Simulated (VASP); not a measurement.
Write the native input for VASP 6.6.1 that does the following.

```yaml
Task: single point
Functional: PBE
Potentials_or_basis: VASP PAW PBE potentials, release 64 (Zn)
Cutoff: 520 eV
k_mesh: 17 × 17 × 17
Occupations: fermi-dirac, width 0.1 eV
Spin: no spin polarisation
Dipole_correction: no
Further_INCAR_settings: ALGO = Normal; EDIFF = 1e-07; NBANDS = 12
```

The structure of Zn lies in POSCAR:

```
Zn
1.0
   -1.5702769906      1.5702769906      1.5702769906
    1.5702769906     -1.5702769906      1.5702769906
    1.5702769906      1.5702769906     -1.5702769906
Zn
1
Direct
    0.0000000000      0.0000000000      0.0000000000
```

One way to write it, as run:

INCAR

```
SYSTEM = Zn
PREC     = Accurate       ! precision mode
ENCUT    = 520            ! plane-wave cutoff, eV
EDIFF    = 1E-7           ! SCF threshold, eV
ISMEAR   = -1             ! smearing method
SIGMA    = 0.1            ! smearing width, eV
LREAL    = .FALSE.        ! projectors in reciprocal space
LASPH    = .TRUE.         ! aspherical terms in the spheres
NELM     = 60             ! most SCF steps
ALGO     = Normal         ! electronic algorithm
ISIF     = 2              ! what is computed and relaxed
LWAVE    = .FALSE.        ! write WAVECAR
LCHARG   = .FALSE.        ! write CHGCAR
GGA      = PE             ! functional
NBANDS   = 12             ! bands
```

KPOINTS

```
Automatic mesh
0
G
  17 17 17
  0 0 0
```

Potentials or basis: VASP PAW PBE potentials, release 64 (Zn).

Launch:

```sh
$ cat potpaw_PBE.64/Zn/POTCAR > POTCAR
$ mpirun -np 1 vasp_std > vasp.out
```

It gave:

```json
{"Pressure": "-0.2 GPa", "Band gap on the k mesh": "zero (band 6 reaches 6.65 eV, above the bottom of band 7 at 2.12 eV)"}
```

Wall time 13 s on 1 thread of AMD EPYC 9R45 96-Core Processor (Zen 5) (shared host), peak memory 0.11 GiB.
